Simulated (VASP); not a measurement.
SnTe: relaxation of cell and atoms with PBE

The system is SnTe.

```xyz
4
Lattice="4.2019 0.0000 0.0000 -2.1009 3.6389 0.0000 0.0000 0.0000 11.9766" Properties=species:S:1:pos:R:3 pbc="T T T"
Sn    0.0000    0.0000    9.7446
Sn    0.0000    0.0000    2.2321
Te    0.0000    2.4259    8.0667
Te    2.1009    1.2130    3.9099
```

The cell was built from a structure type or drawn by symmetry, and may not be a known phase.

```
Program                : VASP 6.6.1
Task                   : relaxation of cell and atoms
Functional             : PBE
Potentials or basis    : VASP PAW PBE potentials, release 64 (Sn_d, Te)
Cutoff                 : 600 eV
k mesh                 : 6 × 6 × 4
Occupations            : gaussian, width 0.02 eV
Spin                   : no spin polarisation
Dipole correction      : no
Further INCAR settings : ALGO = Normal; EDIFF = 1e-07; IBRION = 2; EDIFFG = -0.01; NSW = 100; ISIF = 3
```

```json
{
 "Relaxed volume": "45.87 Å³/atom",
 "Relaxed cell": "a = 4.204 Å, b = 4.204 Å, c = 11.984 Å, α = 90.00°, β = 90.00°, γ = 120.00°",
 "Space group after relaxing (to 0.1 Å)": "P-3m1 (No. 164)",
 "Energy gained by relaxing": "0.0 meV/atom",
 "Ionic steps": "3",
 "Pressure after relaxing": "0.0 GPa",
 "Largest force after relaxing": "0.004 eV/Å",
 "Band gap on the k mesh": "0.95 eV (least direct gap 1.14 eV)"
}
```

Forces on the atoms (eV/Å):
```
Sn   0.000  0.000 -0.002
Sn   0.000  0.000  0.002
Te   0.000  0.000  0.004
Te   0.000  0.000 -0.004
```

Step by step:
```
step  energy change (eV)  largest force (eV/Å)  pressure (GPa)  volume (Å³)
   1              0.0000                0.0220            0.07       183.13
   2             -0.0001                0.0195           -0.03       183.69
   3             -0.0001                0.0040            0.01       183.47
```

Final structure:
```
CELL_PARAMETERS angstrom
4.20442 0.00000 0.00000
-2.10221 3.64114 0.00000
0.00000 0.00000 11.98427
ATOMIC_POSITIONS crystal
Sn 0.00000 0.00000 0.81369
Sn 0.00000 0.00000 0.18631
Te 0.33333 0.66667 0.67349
Te 0.66667 0.33333 0.32651
```

Levels at points of the mesh, in eV from the valence-band top:
| k point | band 17 | band 18 | band 19 | band 20 | band 21 | band 22 | band 23 | band 24 |
| --- | --- | --- | --- | --- | --- | --- | --- | --- |
| (0.00, 0.00, 0.00) | -0.61 | -0.59 | -0.59 | 0.00 | 1.14 | 1.98 | 3.07 | 3.07 |
| (0.50, 0.00, 0.00) | -1.80 | -1.73 | -1.48 | -1.46 | 1.37 | 1.66 | 2.12 | 2.94 |
| (0.00, 0.00, 0.50) | -0.62 | -0.62 | -0.58 | -0.58 | 1.44 | 1.93 | 3.03 | 3.03 |
| (0.50, 0.00, 0.50) | -1.79 | -1.77 | -1.74 | -1.20 | 1.42 | 1.46 | 2.67 | 2.67 |

Wall time 2.9 min on 1 thread of Intel(R) Xeon(R) Platinum 8488C (Sapphire Rapids), with other jobs on the host, peak memory 0.44 GiB.

Caveat: spin-orbit coupling is left out, which moves the levels of the heavy elements. A k mesh can miss the band edges.
